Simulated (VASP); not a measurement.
AlAs:

```
CELL_PARAMETERS angstrom
0.00000 2.83040 2.83040
2.83040 0.00000 2.83040
2.83040 2.83040 0.00000
ATOMIC_POSITIONS crystal
Al 0.00000 0.00000 0.00000
As 0.25000 0.25000 0.25000
```

Base run:

```yaml
Program: VASP 6.6.1
Functional: PBE
Potentials_or_basis: VASP PAW PBE potentials, release 64 (Al, As)
Cutoff: 500 eV
k_mesh: 7 × 7 × 7
Occupations: methfessel-paxton, width 0.01 eV
Spin: no spin polarisation
```

Its results: band gap on the k mesh 1.54 eV, indirect (least direct gap 2.06 eV); pressure 2.8 GPa.

**Question.** After a change of settings the same cell gave: band gap on the k mesh 1.64 eV, indirect (least direct gap 2.06 eV); pressure 2.8 GPa. Which change was it?
A. k mesh from 7 × 7 × 7 to 5 × 5 × 5
B. k mesh from 7 × 7 × 7 to 2 × 2 × 2
C. k mesh from 7 × 7 × 7 to 4 × 4 × 4

**Answer.** A.
